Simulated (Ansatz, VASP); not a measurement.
# Two plane-wave programs on OsC2

```
Os C
1.0
     3.19551    0.00000    0.00000
    -1.59775    2.76739    0.00000
     0.00000    0.00000   10.29713
Os C
2 4
Direct
  0.33333 0.66667 0.25000
  0.66667 0.33333 0.75000
  0.33333 0.66667 0.66795
  0.66667 0.33333 0.16795
  0.33333 0.66667 0.83205
  0.66667 0.33333 0.33205
```

Alike in both runs: functional PBE; k mesh 6 × 6 × 2; occupations gaussian, width 0.1 eV; no spin polarisation.

Ansatz relaxed the structure, and its values are those at the end. VASP's run is a single point on that final structure, the one shown.

```csv
,VASP,Ansatz
version,VASP 6.6.1,Ansatz 0.2.0
potentials or method,"VASP PAW PBE potentials, release 64 (Os, C), cutoff 520 eV","scalar-relativistic, plane waves, PAW"
valence electrons in the cell,32,48
```

|  | VASP | Ansatz | Ansatz less VASP |
| --- | --- | --- | --- |
| gap on the k mesh at the Fermi level (eV) | none | none | - |
| pressure (GPa) | 1.9 | -0.1 | -1.97 |
| rms of the force components (eV/Å) | 0.099 | 0.009 | -0.0907 |

A gap of «none» marks a metal or a gap that the smearing closes. VASP's potentials hold 32 valence electrons a cell and Ansatz's 48, so a difference there can come from the potentials and not from the codes.

The k mesh is coarse, so the values compare programs but aren't converged. Spin-orbit coupling is off throughout.
